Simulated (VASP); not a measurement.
The system is Hg2F.

```xyz
6
Lattice="5.8532 0.0000 0.0000 0.0000 5.8532 0.0000 0.0000 0.0000 3.7701" Properties=species:S:1:pos:R:3 pbc="T T T"
Hg    1.7911    1.7911    0.0000
Hg    1.1355    4.7177    1.8850
Hg    4.0622    4.0622    0.0000
Hg    4.7177    1.1355    1.8850
F     0.0000    0.0000    0.0000
F     2.9266    2.9266    1.8850
```

* Program: VASP 6.6.1
* Task: relaxation of cell and atoms
* Functional: PBE
* Potentials or basis: VASP PAW PBE potentials, release 64 (Hg, F)
* Cutoff: 600 eV
* k mesh: 4 × 4 × 4
* Occupations: gaussian, width 0.1 eV
* Spin: no spin polarisation

At the start: pressure 6.5 GPa; volume 21.53 Å³/atom.

**Question.** How do energy, volume and symmetry change on relaxing?

**Answer.** Over 31 steps the energy falls by 171.1 meV/atom and the volume is 23.96 Å³/atom (+11.3 %); space group P4_2/mnm (No. 136, to 0.1 Å) before and after.

Step by step:
| step | energy change (eV) | largest force (eV/Å) | pressure (GPa) | volume (Å³) |
| --- | --- | --- | --- | --- |
| 1 | 0.0000 | 0.3718 | 6.50 | 129.16 |
| 2 | -0.4144 | 0.0823 | 1.11 | 146.17 |
| 3 | -0.4322 | 0.0084 | -0.72 | 156.70 |
| 4 | -0.4399 | 0.0267 | -0.24 | 153.27 |
| 5 | -0.4400 | 0.0299 | -0.15 | 152.75 |
| 6 | -0.4471 | 0.0132 | -0.13 | 152.34 |
| 7 | -0.4659 | 0.0404 | -0.05 | 151.08 |
| 8 | -0.5043 | 0.1737 | 0.31 | 148.36 |
| 9 | -0.6099 | 0.5775 | 1.66 | 142.10 |
| 10 | 0.1915 | 2.7847 | 9.83 | 126.91 |
| 11 | -0.6281 | 0.6488 | 1.91 | 141.04 |
| 12 | -0.5811 | 1.1640 | 3.70 | 136.09 |
| 13 | -0.6311 | 0.7991 | 2.45 | 139.40 |
| 14 | -0.6277 | 0.8627 | 2.66 | 138.76 |
| 15 | -0.6287 | 0.8694 | 2.67 | 138.74 |
| 16 | -0.6315 | 0.8897 | 2.69 | 138.66 |
| 17 | -0.6362 | 0.9312 | 2.76 | 138.51 |
| 18 | -0.6415 | 1.0172 | 2.89 | 138.18 |
| 19 | -0.6327 | 1.2021 | 3.23 | 137.45 |
| 20 | -0.6419 | 1.0620 | 2.96 | 138.01 |
| 21 | -0.6505 | 1.0569 | 2.90 | 138.17 |
| 22 | -0.6754 | 1.0408 | 2.68 | 138.66 |
| 23 | -0.7218 | 1.0071 | 2.28 | 139.64 |
| 24 | -0.8005 | 0.9328 | 1.51 | 141.59 |
| 25 | -0.8944 | 0.7564 | 0.01 | 145.41 |
| 26 | -0.7847 | 0.2882 | -2.68 | 152.82 |
| 27 | -0.9046 | 0.6823 | -0.54 | 146.86 |
| 28 | -0.9330 | 0.6023 | -0.53 | 146.46 |
| 29 | -0.9965 | 0.3508 | -0.32 | 145.25 |
| 30 | -1.0155 | 0.2439 | 0.48 | 142.81 |
| 31 | -1.0265 | 0.0123 | 0.06 | 143.78 |

Final structure:
```xyz
6
Lattice="5.3182 0.0000 0.0000 0.0000 5.3182 0.0000 0.0000 0.0000 5.0836" Properties=species:S:1:pos:R:3 pbc="T T T"
Hg    1.6731    1.6731    0.0000
Hg    0.9860    4.3321    2.5418
Hg    3.6451    3.6451    0.0000
Hg    4.3321    0.9860    2.5418
F     0.0000    0.0000    0.0000
F     2.6591    2.6591    2.5418
```

Caveat: the k points lie up to 0.31 Å⁻¹ apart in the final cell, too coarse for converged energies and pressures of a metal; a cell axis changed by over 15 % at a fixed basis, so the end point is rough.
